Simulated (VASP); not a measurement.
**PbS (rocksalt type): single point with PBE**

Crystal: PbS (rocksalt type).

```
CELL_PARAMETERS angstrom
0.00000 2.96020 3.09440
2.96020 0.00000 3.09440
2.96020 2.96020 0.00000
ATOMIC_POSITIONS crystal
Pb 0.00000 0.00000 0.00000
S 0.50000 0.50000 0.50000
```

| Property | Result |
| --- | --- |
| Program | VASP 6.6.1 |
| Task | single point |
| Functional | PBE |
| Potentials or basis | VASP PAW PBE potentials, release 64 (Pb_d, S) |
| Cutoff | 520 eV |
| k mesh | 12 × 12 × 12 |
| Occupations | fermi-dirac, width 0.05 eV |
| Spin | no spin polarisation |

```
Pressure               : 0.2 GPa
Band gap on the k mesh : 0.45 eV
```

Stress tensor (GPa, compression positive):
```
 1.69  0.00  0.00
 0.00  1.69  0.00
 0.00  0.00 -2.72
```

Levels at points of the mesh, in eV from the valence-band top:
```csv
k point,band 8,band 9,band 10,band 11,band 12,band 13
"(0.00, 0.00, 0.00)",-2.10,-2.10,-1.77,4.50,5.43,5.43
"(0.50, 0.00, 0.00)",-1.67,-1.58,0.00,0.45,1.94,2.17
"(0.50, 0.50, 0.00)",-4.81,-3.14,-3.14,4.15,5.12,5.72
"(0.50, 0.00, 0.50)",-4.90,-3.44,-3.00,3.99,5.02,5.62
```

Wall time 2 min on 1 thread of Intel Xeon 8259CL, with other jobs on the host, peak memory 0.28 GiB.

Caveat: spin-orbit coupling is left out, which moves the levels of the heavy elements. A k mesh can miss the band edges.
